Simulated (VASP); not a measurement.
Set up this calculation in VASP 6.6.1, as the native input.

| Item | Value |
| --- | --- |
| Task | relaxation of cell and atoms |
| Functional | LDA |
| Potentials or basis | VASP PAW LDA potentials, release 64 (Os, Tc_pv) |
| Cutoff | 600 eV |
| k mesh | 8 × 8 × 8 |
| Occupations | gaussian, width 0.05 eV |
| Spin | no spin polarisation |
| Dipole correction | no |
| Further INCAR settings | ALGO = Normal; EDIFF = 1e-07; IBRION = 2; EDIFFG = -0.03; NSW = 80; ISIF = 3 |

The structure of TcOs lies in POSCAR:

```
TcOs
1.0
    2.9100000000      0.0000000000      0.0000000000
    0.0000000000      2.9100000000      0.0000000000
    0.0000000000      0.0000000000      2.9100000000
Os Tc
1 1
Direct
    0.0000000000      0.0000000000      0.0000000000
    0.5000000000      0.5000000000      0.5000000000
```

One way to write it, as run:

INCAR

```
SYSTEM = TcOs
  PREC = Accurate
  ENCUT = 600
  EDIFF = 1E-7
  ISMEAR = 0
  SIGMA = 0.05
  LREAL = .FALSE.
  LASPH = .TRUE.
  NELM = 60
  ALGO = Normal
  ISIF = 3
  LWAVE = .FALSE.
  LCHARG = .FALSE.
  GGA = CA
  IBRION = 2
  NSW = 80
  EDIFFG = -0.03
```

KPOINTS

```
Automatic mesh
0
G
  8 8 8
  0 0 0
```

Potentials or basis: VASP PAW LDA potentials, release 64 (Os, Tc_pv).

Run with:

```bash
$ cat potpaw_LDA.64/Os/POTCAR potpaw_LDA.64/Tc_pv/POTCAR > POTCAR
$ mpirun -np 1 vasp_std > vasp.out
```

Results of the run:

```
Relaxed volume                        : 14.05 Å³/atom
Relaxed cell                          : a = 3.040 Å, b = 3.040 Å, c = 3.040 Å, α = 90.00°, β = 90.00°, γ = 90.00°
Space group after relaxing (to 0.1 Å) : Pm-3m (No. 221)
Pressure after relaxing               : 0.0 GPa
Band gap on the k mesh                : zero (an odd number of electrons rules out a gap without spin polarisation)
```

Caveat: spin-orbit coupling is left out, which moves the levels of the heavy elements.

It took 25 s on 1 thread of Intel(R) Xeon(R) 6975P-C (Granite Rapids), with other jobs on the host, peak memory 0.14 GiB.
